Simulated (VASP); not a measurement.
A run of VASP 6.6.1:

The input INCAR:

```
SYSTEM = Ta4W
  ALGO = Fast
  EDIFF = 1E-7
  ENCUT = 520
  GGA = PE
  ISIF = 2
  ISMEAR = 0
  LASPH = .True.
  LCHARG = .False.
  LREAL = .False.
  LWAVE = .False.
  NBANDS = 69
  NELM = 80
  PREC = Accurate
  SIGMA = 0.2
```

KPOINTS

```
k-points
0
Gamma
  6 6 4
  0 0 0
```

POSCAR

```
Ta4W
1.0
   -2.3242906010      4.0251071481      0.0003170214
    2.3132254161     -1.3485952816     -4.7513048420
   -6.9708632248     -4.0237162923     -0.0204189862
Ta W
8 2
Direct
    0.6537475257      0.3073767311      0.5511697901
    0.1536757269      0.3073883316      0.0511602027
    0.8463090895      0.6925963829      0.9488310702
    0.3462367882      0.6926092955      0.4488300846
    0.9566409728      0.9133955189      0.6522763010
    0.4567785245      0.9134125005      0.1522610397
    0.5432468595      0.0865971613      0.8477312465
    0.0433481312      0.0866017117      0.3477353520
    0.2500596106      0.5000015175      0.7500090200
    0.7499567710      0.5000208492      0.2499958930
```

Potentials or basis: VASP PAW PBE potentials, release 64 (Ta_pv, W_sv).

The run is started by

```console
$ cat potpaw_PBE.64/Ta_pv/POTCAR potpaw_PBE.64/W_sv/POTCAR > POTCAR
$ mpirun -np 1 vasp_std > vasp.out
```

Hardware: 1 thread of Intel Xeon 8259CL (shared host).

Problem. Estimate the wall time of this run.

Solution. Wall time 44 min on 1 thread of Intel Xeon 8259CL, on a shared host, peak memory 0.76 GiB. Counts: scf iterations 19, k points 76.
